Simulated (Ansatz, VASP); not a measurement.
PbI2: VASP beside Ansatz

Contents of INCAR:

```
SYSTEM = PbI2
PREC     = Accurate       ! precision mode
ENCUT    = 500            ! plane-wave cutoff, eV
EDIFF    = 1E-6           ! SCF threshold, eV
ISMEAR   = 0              ! smearing method
SIGMA    = 0.01           ! smearing width, eV
LREAL    = .False.        ! projectors in reciprocal space
LASPH    = .True.         ! aspherical terms in the spheres
NELM     = 120            ! most SCF steps
ALGO     = Normal         ! electronic algorithm
ISIF     = 2              ! what is computed and relaxed
LWAVE    = .False.        ! write WAVECAR
LCHARG   = .False.        ! write CHGCAR
GGA      = PE             ! functional
NBANDS   = 21             ! bands
GGA_COMPAT= .False.
```

KPOINTS

```
regular mesh
0
Gamma
  6 6 4
  0 0 0
```

File POSCAR:

```
PbI2
1.0
    4.5657260587      0.0000000000      0.0000000000
   -2.2828630293      3.9540347535      0.0000000000
    0.0000000000      0.0000000000      7.0410820790
Pb I
1 2
Direct
    0.0000000000      0.0000000000      0.0000000000
    0.3333333333      0.6666666667      0.2667794131
    0.6666666667      0.3333333333      0.7332205869
```

Input for Ansatz:

```yaml
crystal:
  lattice:
    - [4.5657260587, 0.0, 0.0]
    - [-2.2828630293, 3.9540347535, 0.0]
    - [0.0, 0.0, 7.041082079]
  atoms:
    - { symbol: Pb, position: [0.0, 0.0, 0.0] }
    - { symbol: I, position: [0.3333333333, 0.6666666667, 0.2667794131] }
    - { symbol: I, position: [0.6666666667, 0.3333333333, 0.7332205869] }
kpoints:
  mp_grid: { grid: [6, 6, 4] }
hamiltonian:
  xc: pbe
scf:
  occupations: { method: fixed }
  n_extra_bands: 4
output:
  forces: true
  stress: true
  eigenvalues: true
  write_density: true
  write_potential: true
  elf: true
  volumetric_format: npy
```

Alike in both runs: task single point; functional PBE; k mesh 6 × 6 × 4; no spin polarisation.

|  | VASP | Ansatz |
| --- | --- | --- |
| version | VASP 6.6.1 | Ansatz 0.2.0 |
| potentials or method | VASP PAW PBE potentials, release 64 (Pb_d, I) | plane waves, PAW |
| plane-wave cutoff (eV) | 500 | 420 |
| occupations | gaussian, width 0.01 eV | fixed |
| valence electrons in the cell | 28 | 48 |

VASP gave:

| Quantity | Value |
| --- | --- |
| gap on the k mesh at the Fermi level (eV) | 2.23 |
| pressure (GPa) | 1.2 |
| rms of the force components (eV/Å) | 0.022 |

Which values does Ansatz return?

gap on the k mesh at the Fermi level (eV): 2.23; pressure (GPa): 1.3; rms of the force components (eV/Å): 0.022.

Atom by atom the forces differ by 0.000 eV/Å (rms over components). VASP's potentials hold 28 valence electrons a cell and Ansatz's 48, so a difference there can come from the potentials and not from the codes.

Neither program's run includes spin-orbit coupling.
